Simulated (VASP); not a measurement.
# WSe2 (P6_3/mmc) in VASP: further runs, part 2 of 2

VASP 6.6.1. Earlier steps stand in the parts before.

**4. Electric field gradients, PBE (zz strain of -2 %)**

The input, INCAR:

```
PREC     = Accurate       # precision mode
ENCUT    = 520            # plane-wave cutoff, eV
EDIFF    = 1E-8           # SCF threshold, eV
ISMEAR   = -1             # smearing method
SIGMA    = 0.08           # smearing width, eV
LREAL    = False          # projectors in reciprocal space
LASPH    = True           # aspherical terms in the spheres
NELM     = 80             # most SCF steps
ALGO     = Normal         # electronic algorithm
ISIF     = 2              # what is computed and relaxed
LWAVE    = False          # write WAVECAR
LCHARG   = False          # write CHGCAR
GGA      = PE             # functional
LEFG     = True         
NBANDS   = 35             # bands
```

The input, KPOINTS:

```
regular mesh
0
Gamma
  11 11 3
```

The input, POSCAR:

```
WSe2
1.0
    3.2899984505      0.0000000000      0.0000000000
   -1.6449992252      2.8492222365      0.0000000000
    0.0000000000      0.0000000000     12.7106000000
W Se
2 4
Direct
    0.3333333333      0.6666666667      0.2500000000
    0.6666666667      0.3333333333      0.7500000000
    0.3333333333      0.6666666667      0.6210000000
    0.6666666667      0.3333333333      0.1210000000
    0.3333333333      0.6666666667      0.8790000000
    0.6666666667      0.3333333333      0.3790000000
```

Potentials or basis: VASP PAW PBE potentials, release 64 (W_sv, Se).

Started as:

```bash
$ cat potpaw_PBE.64/W_sv/POTCAR potpaw_PBE.64/Se/POTCAR > POTCAR
$ mpirun -np 1 vasp_std > vasp.out
```

OUTCAR:

```text
PREC = Accurate
   ENCUT = 520
   EDIFF = 1E-8
   ISMEAR = -1
   LREAL = False
   LASPH = True
   NELM = 80
   ISIF = 2
   GGA = PE

 ion  position               nearest neighbor table
   1  0.333  0.667  0.250-   4 2.51   6 2.51   4 2.51   6 2.51   4 2.51   6 2.51
   2  0.667  0.333  0.750-   3 2.51   5 2.51   3 2.51   5 2.51   3 2.51   5 2.51
   3  0.333  0.667  0.621-   2 2.51   2 2.51   2 2.51
   4  0.667  0.333  0.121-   1 2.51   1 2.51   1 2.51
   5  0.333  0.667  0.879-   2 2.51   2 2.51   2 2.51
   6  0.667  0.333  0.379-   1 2.51   1 2.51   1 2.51

  LATTYP: Found a hexagonal cell.
 ALAT       =     3.2899984505
 C/A-ratio  =     3.8634060749

  Lattice vectors:

 A1 = (   3.2899984505,   0.0000000000,   0.0000000000)
 A2 = (  -1.6449992252,   2.8492222365,   0.0000000000)
 A3 = (   0.0000000000,   0.0000000000,  12.7106000000)

Analysis of symmetry for initial positions (statically):
=====================================================================
 Subroutine PRICEL returns:
 Original cell was already a primitive cell.

 Routine SETGRP: Setting up the symmetry group for a
 hexagonal supercell.

 Subroutine GETGRP returns: Found 24 space group operations
 (whereof 12 operations were pure point group operations)
 out of a pool of 24 trial point group operations.

The static configuration has the point symmetry D_3d.
 The point group associated with its full space group is D_6h.

Analysis of symmetry for dynamics (positions and initial velocities):
=====================================================================
 Subroutine PRICEL returns:
 Original cell was already a primitive cell.

 Routine SETGRP: Setting up the symmetry group for a
 hexagonal supercell.

 Subroutine GETGRP returns: Found 24 space group operations
[... 1087 lines left out ...]
  in kB       59.3518828     59.3518828    107.7384682      0.0000000      0.0000000      0.0000000
  external PRESSURE =      75.4807446 kB  Pullay stress =       0.0000000 kB

 VOLUME and BASIS-vectors are now :
 -----------------------------------------------------------------------------
  energy-cutoff  :      520.00
  volume of cell :      119.15
      direct lattice vectors                 reciprocal lattice vectors
     3.289998451  0.000000000  0.000000000     0.303951511  0.175486487  0.000000000
    -1.644999225  2.849222237  0.000000000     0.000000000  0.350972973  0.000000000
     0.000000000  0.000000000 12.710600000     0.000000000  0.000000000  0.078674492

 POSITION                                       TOTAL-FORCE (eV/Angst)
 -----------------------------------------------------------------------------------
     -0.00000      1.89948      3.17765        -0.000000     -0.000000      0.000000
      1.64500      0.94974      9.53295        -0.000000      0.000000      0.000000
     -0.00000      1.89948      7.89328         0.000000     -0.000000     -0.806516
      1.64500      0.94974      1.53798         0.000000      0.000000     -0.806516
     -0.00000      1.89948     11.17262         0.000000     -0.000000      0.806516
      1.64500      0.94974      4.81732         0.000000      0.000000      0.806516
 -----------------------------------------------------------------------------------
    total drift:                                0.000000     -0.000000      0.000000

  FREE ENERGIE OF THE ION-ELECTRON SYSTEM (eV)
  ---------------------------------------------------
  free  energy   TOTEN  =       -43.0112795504 eV

  energy  without entropy=      -43.0111454368  energy(sigma->0) =      -43.01121249

 Electric field gradients (V/A^2)
---------------------------------------------------------------------
 ion       V_xx      V_yy      V_zz      V_xy      V_xz      V_yz
---------------------------------------------------------------------
   1      84.675    84.676  -169.351     0.001     0.000     0.000
   2      84.675    84.676  -169.351     0.001     0.000     0.000
   3      43.388    43.388   -86.777    -0.000    -0.000     0.000
   4      43.388    43.388   -86.777    -0.000     0.000    -0.000
   5      43.388    43.388   -86.777    -0.000     0.000    -0.000
   6      43.388    43.388   -86.777    -0.000    -0.000     0.000
---------------------------------------------------------------------

 Electric field gradients after diagonalization (V/A^2)
 (convention: |V_zz| > |V_xx| > |V_yy|)
----------------------------------------------------------------------
 ion       V_xx      V_yy      V_zz     asymmetry (V_yy - V_xx)/ V_zz
----------------------------------------------------------------------
   1      84.677    84.675  -169.351       0.000
   2      84.677    84.675  -169.351       0.000
   3      43.389    43.388   -86.777       0.000
   4      43.389    43.388   -86.777       0.000
   5      43.389    43.388   -86.777       0.000
   6      43.389    43.388   -86.777       0.000
----------------------------------------------------------------------

           NMR quadrupolar parameters

 Cq : quadrupolar parameter    Cq=e*Q*V_zz/h
 eta: asymmetry parameters     (V_yy - V_xx)/ V_zz
 Q  : nuclear electric quadrupole moment in mb (millibarn)
----------------------------------------------------------------------
 ion       Cq(MHz)       eta       Q (mb)
----------------------------------------------------------------------
   1      -0.409       0.000       1.000
   2      -0.409       0.000       1.000
   3      -0.210       0.000       1.000
   4      -0.210       0.000       1.000
   5      -0.210       0.000       1.000
   6      -0.210       0.000       1.000
----------------------------------------------------------------------
```

It took 92 s on 1 thread of Intel Xeon Platinum 8559C (Emerald Rapids), shared host; peak memory 0.29 GiB.

What came out:

```yaml
Free_energy: -43.0113 eV
Pressure: 7.5 GPa
Largest_force: 0.807 eV/Å
Band_gap_on_the_k_mesh: 0.87 eV, indirect (least direct gap 1.68 eV)
```

Forces in eV/Å, atoms in the order of the input:
```
W    0.000  0.000  0.000
W    0.000  0.000  0.000
Se   0.000  0.000 -0.807
Se   0.000  0.000 -0.807
Se   0.000  0.000  0.807
Se   0.000  0.000  0.807
```

Levels at points of the mesh, in eV from the valence-band top:
```tsv
k point	band 23	band 24	band 25	band 26	band 27	band 28	band 29	band 30
(0.00, 0.00, 0.00)	-1.79	-1.17	-1.00	0.00	2.50	2.50	2.55	2.55
```

Electric field gradients, principal values (V/Å²):
```csv
atom,least,middle,greatest (by size)
1 W,84.675,84.677,-169.351
2 W,84.675,84.677,-169.351
3 Se,43.388,43.389,-86.777
4 Se,43.388,43.389,-86.777
5 Se,43.388,43.389,-86.777
6 Se,43.388,43.389,-86.777
```

Caveat: the cell differs from its parent crystal (zz strain of -2 %); without QUAD_EFG the Cq values of the log hold for a quadrupole moment of 1 mb, not for the nuclei; spin-orbit coupling is left out, which moves the levels of the heavy elements; this functional lacks dispersion, which binds the layers, so the pressure and a relaxed spacing across them are unreliable. A k mesh can miss the band edges.

**5. Electric field gradients, PBE (zz strain of +3 %)**

The input, INCAR:

```
SYSTEM = WSe2
  PREC = Accurate
  ENCUT = 520
  EDIFF = 1E-8
  ISMEAR = -1
  SIGMA = 0.08
  LREAL = .False.
  LASPH = .True.
  NELM = 60
  ALGO = Normal
  ISIF = 2
  LWAVE = .False.
  LCHARG = .False.
  GGA = PE
  LEFG = .True.
  NBANDS = 35
```

The input, KPOINTS:

```
Automatic mesh
0
Gamma
  11 11 3
  0 0 0
```

POSCAR: that of step 4 with these lines changed.

```diff
@@ -4,3 +4,3 @@
    -1.6449992252      2.8492222365      0.0000000000
-    0.0000000000      0.0000000000     12.7106000000
+    0.0000000000      0.0000000000     13.3591000000
 W Se
```

Potentials or basis: VASP PAW PBE potentials, release 64 (W_sv, Se).

Started as:

```bash
$ cat potpaw_PBE.64/W_sv/POTCAR potpaw_PBE.64/Se/POTCAR > POTCAR
$ mpirun -np 1 vasp_std > vasp.out
```

OUTCAR:

```text
SYSTEM = WSe2
   PREC = Accurate
   ENCUT = 520
   EDIFF = 1E-8
   ISMEAR = -1
   LREAL = .False.
   LASPH = .True.
   NELM = 60
   ISIF = 2
   GGA = PE

 ion  position               nearest neighbor table
   1  0.333  0.667  0.250-   4 2.56   6 2.56   4 2.56   6 2.56   4 2.56   6 2.56
   2  0.667  0.333  0.750-   3 2.56   5 2.56   3 2.56   5 2.56   3 2.56   5 2.56
   3  0.333  0.667  0.621-   2 2.56   2 2.56   2 2.56
   4  0.667  0.333  0.121-   1 2.56   1 2.56   1 2.56
   5  0.333  0.667  0.879-   2 2.56   2 2.56   2 2.56
   6  0.667  0.333  0.379-   1 2.56   1 2.56   1 2.56

  LATTYP: Found a hexagonal cell.
 ALAT       =     3.2899984505
 C/A-ratio  =     4.0605186297

  Lattice vectors:

 A1 = (   3.2899984505,   0.0000000000,   0.0000000000)
 A2 = (  -1.6449992252,   2.8492222365,   0.0000000000)
 A3 = (   0.0000000000,   0.0000000000,  13.3591000000)

Analysis of symmetry for initial positions (statically):
=====================================================================
 Subroutine PRICEL returns:
 Original cell was already a primitive cell.

 Routine SETGRP: Setting up the symmetry group for a
 hexagonal supercell.

 Subroutine GETGRP returns: Found 24 space group operations
 (whereof 12 operations were pure point group operations)
 out of a pool of 24 trial point group operations.

The static configuration has the point symmetry D_3d.
 The point group associated with its full space group is D_6h.

Analysis of symmetry for dynamics (positions and initial velocities):
=====================================================================
 Subroutine PRICEL returns:
 Original cell was already a primitive cell.

[... 1090 lines left out ...]
  Total        0.6288513      0.6288513     -2.5016700      0.0000000      0.0000000     -0.0000000
  in kB        8.0456159      8.0456159    -32.0067351      0.0000000      0.0000000     -0.0000000
  external PRESSURE =      -5.3051678 kB  Pullay stress =       0.0000000 kB

 VOLUME and BASIS-vectors are now :
 -----------------------------------------------------------------------------
  energy-cutoff  :      520.00
  volume of cell :      125.23
      direct lattice vectors                 reciprocal lattice vectors
     3.289998451  0.000000000  0.000000000     0.303951511  0.175486487  0.000000000
    -1.644999225  2.849222237  0.000000000     0.000000000  0.350972973  0.000000000
     0.000000000  0.000000000 13.359100000     0.000000000  0.000000000  0.074855342

 POSITION                                       TOTAL-FORCE (eV/Angst)
 -----------------------------------------------------------------------------------
     -0.00000      1.89948      3.33977        -0.000000      0.000000      0.000000
      1.64500      0.94974     10.01933         0.000000     -0.000000      0.000000
     -0.00000      1.89948      8.29600         0.000000      0.000000      0.581562
      1.64500      0.94974      1.61645        -0.000000      0.000000      0.581562
     -0.00000      1.89948     11.74265         0.000000     -0.000000     -0.581562
      1.64500      0.94974      5.06310        -0.000000     -0.000000     -0.581562
 -----------------------------------------------------------------------------------
    total drift:                                0.000000     -0.000000      0.000000

  FREE ENERGIE OF THE ION-ELECTRON SYSTEM (eV)
  ---------------------------------------------------
  free  energy   TOTEN  =       -43.1451036278 eV

  energy  without entropy=      -43.1449940360  energy(sigma->0) =      -43.14504883

 Electric field gradients (V/A^2)
---------------------------------------------------------------------
 ion       V_xx      V_yy      V_zz      V_xy      V_xz      V_yz
---------------------------------------------------------------------
   1      64.087    64.088  -128.175     0.001     0.000     0.000
   2      64.087    64.088  -128.175     0.001     0.000     0.000
   3      28.554    28.554   -57.107    -0.000     0.000    -0.000
   4      28.554    28.554   -57.107    -0.000    -0.000     0.000
   5      28.554    28.554   -57.107    -0.000    -0.000     0.000
   6      28.554    28.554   -57.107    -0.000     0.000    -0.000
---------------------------------------------------------------------

 Electric field gradients after diagonalization (V/A^2)
 (convention: |V_zz| > |V_xx| > |V_yy|)
----------------------------------------------------------------------
 ion       V_xx      V_yy      V_zz     asymmetry (V_yy - V_xx)/ V_zz
----------------------------------------------------------------------
   1      64.088    64.087  -128.175       0.000
   2      64.088    64.087  -128.175       0.000
   3      28.554    28.553   -57.107       0.000
   4      28.554    28.553   -57.107       0.000
   5      28.554    28.553   -57.107       0.000
   6      28.554    28.553   -57.107       0.000
----------------------------------------------------------------------

           NMR quadrupolar parameters

 Cq : quadrupolar parameter    Cq=e*Q*V_zz/h
 eta: asymmetry parameters     (V_yy - V_xx)/ V_zz
 Q  : nuclear electric quadrupole moment in mb (millibarn)
----------------------------------------------------------------------
 ion       Cq(MHz)       eta       Q (mb)
----------------------------------------------------------------------
   1      -0.310       0.000       1.000
   2      -0.310       0.000       1.000
   3      -0.138       0.000       1.000
   4      -0.138       0.000       1.000
   5      -0.138       0.000       1.000
   6      -0.138       0.000       1.000
----------------------------------------------------------------------
```

stdout:

```text
POSCAR found type information on POSCAR W Se
 POSCAR found :  2 types and       6 ions
 scaLAPACK will be used
 LDA part: xc-table for (Slater+PW92), standard interpolation
 POSCAR, INCAR and KPOINTS ok, starting setup
 FFT: planning ... GRIDC
 FFT: planning ... GRID_SOFT
 FFT: planning ... GRID
 WAVECAR not read
 entering main loop
ion   1

ion   2

ion   3

ion   4

ion   5

ion   6
```

It took 90 s on 1 thread of Intel Xeon Platinum 8559C (Emerald Rapids), shared host; peak memory 0.29 GiB.

Results:

* Free energy: -43.1451 eV
* Pressure: -0.5 GPa
* Largest force: 0.582 eV/Å
* Band gap on the k mesh: 1.04 eV, indirect (least direct gap 1.81 eV)

Forces in eV/Å, atoms in the order of the input:
```
W    0.000  0.000  0.000
W    0.000  0.000  0.000
Se   0.000  0.000  0.582
Se   0.000  0.000  0.582
Se   0.000  0.000 -0.582
Se   0.000  0.000 -0.582
```

Electric field gradients, principal values (V/Å²):
```tsv
atom	least	middle	greatest (by size)
1 W	64.087	64.088	-128.175
2 W	64.087	64.088	-128.175
3 Se	28.553	28.554	-57.107
4 Se	28.553	28.554	-57.107
5 Se	28.553	28.554	-57.107
6 Se	28.553	28.554	-57.107
```

Caveat: the cell differs from its parent crystal (zz strain of +3 %); without QUAD_EFG the Cq values of the log hold for a quadrupole moment of 1 mb, not for the nuclei; spin-orbit coupling is left out, which moves the levels of the heavy elements; this functional lacks dispersion, which binds the layers, so the pressure and a relaxed spacing across them are unreliable.

**6. The runs side by side**

```tsv
cell	gap on the mesh (eV)	pressure (GPa)	largest force (eV/Å)
a = 3.389, b = 3.389, c = 12.970 Å, angles 90.0, 90.0, 120.0°, 6 atoms	0.93	-3.3	0.38
a = 3.355, b = 3.355, c = 13.224 Å, angles 90.0, 90.0, 120.0°, 6 atoms	0.99	-3.6	0.68
a = 3.290, b = 3.290, c = 12.711 Å, angles 90.0, 90.0, 120.0°, 6 atoms	0.87	7.5	0.81
a = 3.290, b = 3.290, c = 13.359 Å, angles 90.0, 90.0, 120.0°, 6 atoms	1.04	-0.5	0.58
```

Alike in all rows: task electric field gradients; level PBE; potentials or basis VASP PAW PBE potentials, release 64 (W_sv, Se); no spin polarisation; k mesh 11 × 11 × 3; cutoff (eV) 520; smearing fermi-dirac 0.08 eV.

Caveats: spin-orbit coupling is left out, which moves the levels of the heavy elements; this functional lacks dispersion, which binds the layers, so the pressure and a relaxed spacing across them are unreliable.

Total energies depend on the potentials used, so only differences within one code and one set of settings carry meaning.
